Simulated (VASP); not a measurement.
# MnNiSb2 (P-3m1) in VASP: single point with r2SCAN

Aim: the single point of MnNiSb2 with r2SCAN.

Everything below comes from runs of VASP 6.6.1. Logs are shortened: lines on timing, memory, paths and dates and some standing lists are left out, and cuts for length are marked.

### 1 The cell of the first run

The structure is trigonal, space group P-3m1 (No. 164). Conventional cell: a = 3.995 Å, b = 3.995 Å, c = 5.462 Å, α = 90.00°, β = 90.00°, γ = 120.00°. Within 3.6 Å of Mn (site symmetry -3m) lie 6 Sb at 2.73 Å and 2 Ni at 2.73 Å. Ni (site symmetry -3m) has 6 Sb at 2.64 Å and 2 Mn at 2.73 Å within 3.5 Å. Sb (site symmetry 3m) has 3 Ni at 2.64 Å and 3 Mn at 2.73 Å and 3 Sb at 3.45 Å within 3.5 Å.

### 2 Single point, r2SCAN

Contents of POSCAR:

```
MnNiSb2
1.0
    3.9953378227      0.0000000000      0.0000000000
   -1.9976689114      3.4600640512      0.0000000000
    0.0000000000      0.0000000000      5.4618040000
Mn Ni Sb
1 1 2
Direct
    0.0000000000      0.0000000000      0.5000000000
    0.0000000000      0.0000000000      0.0000000000
    0.3333333333      0.6666666667      0.2343760000
    0.6666666667      0.3333333333      0.7656240000
```

Contents of INCAR.step1:

```
SYSTEM = MnNiSb2
PREC = Accurate
ENCUT = 520
ISMEAR = 0
SIGMA = 0.1
LREAL = .FALSE.
LASPH = .TRUE.
NELM = 80
NBANDS = 24
GGA = PE
ALGO = Normal
EDIFF = 1E-4
LWAVE = .TRUE.
LCHARG = .FALSE.
```

Contents of INCAR.step2:

```
SYSTEM = MnNiSb2
PREC = Accurate
ENCUT = 520
EDIFF = 1E-6
ISMEAR = 0
SIGMA = 0.1
LREAL = .FALSE.
LASPH = .TRUE.
NELM = 80
ALGO = Normal
ISIF = 2
LWAVE = .FALSE.
LCHARG = .FALSE.
METAGGA = R2SCAN
LMIXTAU = .TRUE.
NBANDS = 24
ISTART = 1
```

Contents of KPOINTS:

```
regular mesh
0
G
  12 12 8
  0 0 0
```

Potentials or basis: VASP PAW PBE potentials, release 64 (Mn_pv, Ni, Sb).

Launch:

```console
$ cat potpaw_PBE.64/Mn_pv/POTCAR potpaw_PBE.64/Ni/POTCAR potpaw_PBE.64/Sb/POTCAR > POTCAR
$ cp INCAR.step1 INCAR
$ mpirun -np 1 vasp_std > vasp.out
$ cp INCAR.step2 INCAR
$ mpirun -np 1 vasp_std > vasp.out
```

OUTCAR:

```text
SYSTEM = MnNiSb2
   PREC = Accurate
   ENCUT = 520
   EDIFF = 1E-6
   ISMEAR = 0
   LREAL = .FALSE.
   LASPH = .TRUE.
   NELM = 80
   ISIF = 2
   METAGGA = R2SCAN
   ISTART = 1

 ion  position               nearest neighbor table
   1  0.000  0.000  0.500-   3 2.73   4 2.73   4 2.73   3 2.73   4 2.73   3 2.73   2 2.73   2 2.73

   2  0.000  0.000  0.000-   3 2.64   4 2.64   4 2.64   3 2.64   4 2.64   3 2.64   1 2.73   1 2.73

   3  0.333  0.667  0.234-   2 2.64   2 2.64   2 2.64   1 2.73   1 2.73   1 2.73   4 3.45   4 3.45
                             4 3.45   4 3.71   4 3.71   4 3.71
   4  0.667  0.333  0.766-   2 2.64   2 2.64   2 2.64   1 2.73   1 2.73   1 2.73   3 3.45   3 3.45
                             3 3.45   3 3.71   3 3.71   3 3.71

  LATTYP: Found a hexagonal cell.
 ALAT       =     3.9953378227
 C/A-ratio  =     1.3670443508

  Lattice vectors:

 A1 = (   3.9953378227,   0.0000000000,   0.0000000000)
 A2 = (  -1.9976689114,   3.4600640512,   0.0000000000)
 A3 = (   0.0000000000,   0.0000000000,   5.4618040000)

Analysis of symmetry for initial positions (statically):
=====================================================================
 Subroutine PRICEL returns:
 Original cell was already a primitive cell.

 Routine SETGRP: Setting up the symmetry group for a
 hexagonal supercell.

 Subroutine GETGRP returns: Found 12 space group operations
 (whereof 12 operations were pure point group operations)
 out of a pool of 24 trial point group operations.

The static configuration has the point symmetry D_3d.

Analysis of symmetry for dynamics (positions and initial velocities):
=====================================================================
 Subroutine PRICEL returns:
 Original cell was already a primitive cell.

 Routine SETGRP: Setting up the symmetry group for a
 hexagonal supercell.

 Subroutine GETGRP returns: Found 12 space group operations
 (whereof 12 operations were pure point group operations)
 out of a pool of 24 trial point group operations.

The dynamic configuration has the point symmetry D_3d.

 Subroutine INISYM returns: Found 12 space group operations
 (whereof 12 operations are pure point group operations),
 and found     1 'primitive' translations

----------------------------------------------------------------------------------------

                                     Primitive cell

  volume of cell :      75.5047

  direct lattice vectors                    reciprocal lattice vectors
     3.995337823  0.000000000  0.000000000     0.250291726  0.144505995  0.000000000
    -1.997668911  3.460064051  0.000000000     0.000000000  0.289011991  0.000000000
     0.000000000  0.000000000  5.461804000     0.000000000  0.000000000  0.183089690

  length of vectors
     3.995337823  3.995337823  5.461804000     0.289011991  0.289011991  0.183089690

  position of ions in fractional coordinates (direct lattice)
     0.000000000  0.000000000  0.500000000
     0.000000000  0.000000000  0.000000000
     0.333333333  0.666666667  0.234376000
     0.666666667  0.333333333  0.765624000

  ion indices of the primitive-cell ions
   primitive index   ion index
                 1           1
                 2           2
                 3           3
                 4           4

----------------------------------------------------------------------------------------

 KPOINTS: regular mesh

Automatic generation of k-mesh.
 Grid dimensions read from file:
 generate k-points for:   12   12    8

 Generating k-lattice:

  Cartesian coordinates                     Fractional coordinates (reciprocal lattice)
     0.020857644  0.012042166  0.000000000     0.083333333 -0.000000000  0.000000000
     0.000000000  0.024084333  0.000000000     0.000000000  0.083333333  0.000000000
     0.000000000  0.000000000  0.022886211     0.000000000  0.000000000  0.125000000

  Length of vectors
     0.024084333  0.024084333  0.022886211

  Shift w.r.t. Gamma in fractional coordinates (k-lattice)
     0.000000000  0.000000000  0.000000000

 Subroutine IBZKPT returns following result:
 ===========================================

 Found    131 irreducible k-points:

 Following reciprocal coordinates:
            Coordinates               Weight
  0.000000  0.000000  0.000000      1.000000
  0.083333  0.000000  0.000000      6.000000
  0.166667  0.000000  0.000000      6.000000
  0.250000  0.000000  0.000000      6.000000
  0.333333  0.000000  0.000000      6.000000
  0.416667  0.000000  0.000000      6.000000
[... 16 lines left out ...]
  0.166667  0.000000  0.125000      6.000000
  0.000000  0.166667  0.125000      6.000000
 [... further k-points ...]
   k-points           NKPTS =    131   k-points in BZ     NKDIM =    131   number of bands    NBANDS=     24
   number of dos      NEDOS =    301   number of ions     NIONS =      4
   total plane-waves  NPLWV =  37800
   dimension x,y,z NGX =    30 NGY =   30 NGZ =   42
   dimension x,y,z NGXF=    60 NGYF=   60 NGZF=   84
   ions per type =               1   1   2
   NGX,Y,Z   is equivalent  to a cutoff of  12.48, 12.48, 12.78 a.u.
   NGXF,Y,Z  is equivalent  to a cutoff of  24.97, 24.97, 25.57 a.u.
 SYSTEM =  MnNiSb2
   PREC   = accura    normal or accurate (medium, high low for compatibility)
   ISTART =      1    job   : 0-new  1-cont  2-samecut
   ICHARG =      0    charge: 1-file 2-atom 10-const
   ISPIN  =      1    spin polarized calculation?
   LNONCOLLINEAR =      F non collinear calculations
   LSORBIT =      F    spin-orbit coupling
   LASPH  =      T    aspherical Exc in radial PAW
   ENCUT  =  520.0 eV  38.22 Ry    6.18 a.u.   7.43  7.43 10.16*2*pi/ulx,y,z
   NELM   =     80;   NELMIN=  2; NELMDL=  0     # of ELM steps
   EDIFF  = 0.1E-05   stopping-criterion for ELM
   LREAL  =      F    real-space projection
   EDIFFG = 0.1E-04   stopping-criterion for IOM
   NSW    =      0    number of steps for IOM
   IBRION =     -1    ionic relax: 0-MD 1-quasi-New 2-CG
   NFREE  =      0    steps in history (QN), initial steepest desc. (CG)
   ISIF   =      2    stress and relaxation
   ISYM   =      2    0-nonsym 1-usesym 2-fastsym
   POTIM  = 0.5000    time-step for ionic-motion
   TEBEG  =    0.0;   TEEND  =   0.0 temperature during run
   PSTRESS=    0.0 pullay stress
   NELECT =      33.0000    total number of electrons
   NUPDOWN=      -1.0000    fix difference up-down
   EMIN   =  10.00;   EMAX   =-10.00  energy-range for DOS
   EFERMI =   0.00;   METHOD = LEGACY
   ISMEAR =     0;   SIGMA  =   0.10  broadening in eV -4-tet -1-fermi 0-gaus
   EFERMI_NEDOS =   21; number of points for ismear=-14 and -15
   IALGO  =     38    algorithm
   IMIX   =      4    mixing-type and parameters
     AMIX     =   0.40;   BMIX     =  1.00
     AMIX_MAG =   1.60;   BMIX_MAG =  1.00
  volume/ion in A,a.u.               =      18.88       127.38
  Fermi-wavevector in a.u.,A,eV,Ry     =   1.242381  2.347760 21.000745  1.543511
  Thomas-Fermi vector in A             =   2.376738
   LORBIT       =      0    0 simple, 1 ext, 2 COOP (PROOUT), +10 PAW based schemes
   METAGGA = R2SCAN    functional components
   LHFCALC =     F    Hartree Fock is set to
   AEXX    =    0.0000 exact exchange contribution
   IVDW    =     0    specifies the selected vdW correction
   LEPSILON=     F    determine dielectric tensor
   LRPA    =     F    only Hartree local field effects (RPA)
 non-spin polarized calculation
 Gauss-broadening in eV      SIGMA  =   0.10
  energy-cutoff  :      520.00
  volume of cell :       75.50
 maximum number of plane-waves:      2060
 NGX is ok and might be reduce to    30
   NGX = 15   NGY = 15   NGZ = 21

 number of electron      32.9999989 magnetization

 Free energy of the ion-electron system (eV)
  ---------------------------------------------------
  ext. energy  EPLUGINS =         0.00000000
  ---------------------------------------------------
  free energy    TOTEN  =       -77.27659748 eV

  energy without entropy =      -77.24181035  energy(sigma->0) =      -77.25920392

 E-fermi :   8.6521     XC(G=0): -11.8801

 val. band max:        8.6517388371   @ k =   0.3333   0.1667   0.3750
 cond. band min:       8.6523311352   @ k =   0.3333   0.2500   0.5000
 fundamental gap:      0.0005922980
 Fermi energy:         8.6521157349

 k-point     1 :       0.0000    0.0000    0.0000
  band No.  band energies     occupation
      1     -40.6797      2.00000
      2     -40.5808      2.00000
      3     -40.5807      2.00000
      4      -4.0719      2.00000
      5      -0.1031      2.00000
      6       2.6769      2.00000
[... 16 lines left out ...]
     23      14.8235      0.00000
     24      15.2963      0.00000

 k-point     2 :       0.0833    0.0000    0.0000
  band No.  band energies     occupation
      1     -40.6796      2.00000
      2     -40.5811      2.00000
      3     -40.5807      2.00000
      4      -3.9853      2.00000
      5      -0.0975      2.00000
      6       2.7749      2.00000
[... 16 lines left out ...]
     23      14.9374      0.00000
     24      15.4999      0.00000

 k-point     3 :       0.1667    0.0000    0.0000
  band No.  band energies     occupation
      1     -40.6795      2.00000
      2     -40.5817      2.00000
      3     -40.5809      2.00000
      4      -3.7283      2.00000
      5      -0.0939      2.00000
      6       3.0647      2.00000
[... 16 lines left out ...]
     23      15.0559      0.00000
     24      15.7042      0.00000
[... 514 lines left out ...]
 k-point    23 :       0.1667    0.0000    0.1250
  band No.  band energies     occupation
      1     -40.6795      2.00000
      2     -40.5817      2.00000
      3     -40.5809      2.00000
      4      -3.6544      2.00000
      5      -0.3982      2.00000
      6       3.3846      2.00000
[... 16 lines left out ...]
     23      14.9519      0.00000
     24      15.3466      0.00000

 k-point    24 :       0.0000    0.1667    0.1250
  band No.  band energies     occupation
      1     -40.6795      2.00000
      2     -40.5817      2.00000
      3     -40.5809      2.00000
      4      -3.6536      2.00000
      5      -0.4033      2.00000
      6       3.3840      2.00000
[... 16 lines left out ...]
     23      14.7075      0.00000
     24      15.7162      0.00000

 [... further k-points ...]
[... 5 lines left out ...]
  --------------------------------------------------------------------------------------
  -------------------------------------------------------------------------------------
  Total       -4.8426077     -4.8426077     -3.9965132      0.0000000     -0.0000000     -0.0000000
  in kB     -102.7581109   -102.7581109    -84.8043407      0.0000000     -0.0000000     -0.0000000
  external PRESSURE =     -96.7735208 kB  Pullay stress =       0.0000000 kB

 VOLUME and BASIS-vectors are now :
 -----------------------------------------------------------------------------
  energy-cutoff  :      520.00
  volume of cell :       75.50
      direct lattice vectors                 reciprocal lattice vectors
     3.995337823  0.000000000  0.000000000     0.250291726  0.144505995  0.000000000
    -1.997668911  3.460064051  0.000000000     0.000000000  0.289011991  0.000000000
     0.000000000  0.000000000  5.461804000     0.000000000  0.000000000  0.183089690

 POSITION                                       TOTAL-FORCE (eV/Angst)
 -----------------------------------------------------------------------------------
      0.00000      0.00000      2.73090         0.000000      0.000000     -0.000000
      0.00000      0.00000      0.00000         0.000000      0.000000     -0.000000
     -0.00000      2.30671      1.28012        -0.000000      0.000000      0.823715
      1.99767      1.15335      4.18169        -0.000000     -0.000000     -0.823715
 -----------------------------------------------------------------------------------
    total drift:                                0.000000      0.000000      0.000000

  FREE ENERGIE OF THE ION-ELECTRON SYSTEM (eV)
  ---------------------------------------------------
  free  energy   TOTEN  =       -77.2765974802 eV

  energy  without entropy=      -77.2418103536  energy(sigma->0) =      -77.25920392
```

Run time: 24 min. Hardware: 1 thread of Oxide Virtual Turin-like, shared host; peak memory 0.36 GiB.

What came out:

| Property | Result |
| --- | --- |
| Free energy | -77.2766 eV |
| Pressure | -9.7 GPa |
| Largest force | 0.824 eV/Å |

Forces in eV/Å, atoms in the order of the input:
```
Mn   0.000  0.000  0.000
Ni   0.000  0.000  0.000
Sb   0.000  0.000  0.824
Sb   0.000  0.000 -0.824
```

Stress tensor (GPa, compression positive):
```
-10.28   0.00   0.00
  0.00 -10.28   0.00
  0.00   0.00  -8.48
```

Levels at points of the mesh, in eV from the Fermi level:
```
           k point  band 13  band 14  band 15  band 16  band 17  band 18  band 19  band 20
(0.00, 0.00, 0.00)    -1.13    -0.29    -0.29     0.86     0.86     0.90     3.22     3.23
(0.50, 0.00, 0.00)    -1.98    -1.92    -0.93    -0.60    -0.10     0.01     0.63     1.98
(0.00, 0.00, 0.50)    -2.01    -0.64    -0.64    -0.15     0.90     2.18     2.18     2.96
(0.50, 0.00, 0.50)    -1.95    -1.86    -0.64    -0.13    -0.04     0.70     1.13     1.65
```

Caveat: the PAW data sets were made with another functional, which shifts forces and pressure a little; spin-orbit coupling is left out, which moves the levels of the heavy elements. Spin polarisation is off, so any magnetic state and its effect on volume and gap are missing.
